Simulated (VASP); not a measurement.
A run of VASP 6.6.1 is set up as follows.

INCAR

```
PREC = Accurate ; ENCUT = 520
EDIFF = 1E-8 ; ISMEAR = -1
SIGMA = 0.08 ; LREAL = F
LASPH = T ; NELM = 80
ALGO = Normal ; ISIF = 2
LWAVE = F ; LCHARG = F
GGA = PS ; LEFG = T
NBANDS = 12
```

File KPOINTS:

```
Automatic mesh
0
Gamma
  19 19 19
```

POSCAR

```
Cu
1.0
    0.0000000000      1.8135050275      1.8135050275
    1.8135050275      0.0000000000      1.8135050275
    1.8135050275      1.8135050275      0.0000000000
Cu
1
Direct
    0.0000000000      0.0000000000      0.0000000000
```

Potentials or basis: VASP PAW PBE potentials, release 64 (Cu).

The run is started by

```console
$ cat potpaw_PBE.64/Cu/POTCAR > POTCAR
$ mpirun -np 1 vasp_std > vasp.out
```

(1) Estimate the pressure.

## Answers

(1) -7.2 GPa.

Caveat: without QUAD_EFG the Cq values of the log hold for a quadrupole moment of 1 mb, not for the nuclei; the PAW data sets were made with another functional, which shifts forces and pressure a little.
